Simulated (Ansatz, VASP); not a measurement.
## Cu3N in VASP and in Ansatz

```xyz
4
Lattice="3.8426 0.0000 0.0000 0.0000 3.8426 0.0000 0.0000 0.0000 3.8426" Properties=species:S:1:pos:R:3 pbc="T T T"
Cu    1.9213    0.0000    0.0000
Cu    0.0000    1.9213    0.0000
Cu    0.0000    0.0000    1.9213
N     0.0000    0.0000    0.0000
```

Alike in both runs: task relaxation of cell and atoms; functional PBE; k mesh 10 × 10 × 10; occupations gaussian, width 0.01 eV; no spin polarisation.

```csv
,VASP,Ansatz
version,VASP 6.6.1,Ansatz 0.2.0
potentials or method,"VASP PAW PBE potentials, release 64 (Cu, N), cutoff 600 eV","scalar-relativistic, all-electron LAPW"
```

Ansatz gave:

| Quantity | Value |
| --- | --- |
| gap on the k mesh at the Fermi level, each at its own relaxed structure (eV) | 0.21 |
| relaxed volume (Å³/atom) | 14.01 |
| relaxed cell length with the largest relative difference (Å) | 3.827 |

Task: What did VASP give for the same quantities?

Result: gap on the k mesh at the Fermi level, each at its own relaxed structure (eV): 0.26; relaxed volume (Å³/atom): 14.08; relaxed cell length with the largest relative difference (Å): 3.833.

Ansatz ran all-electron here, and VASP with PAW potentials.
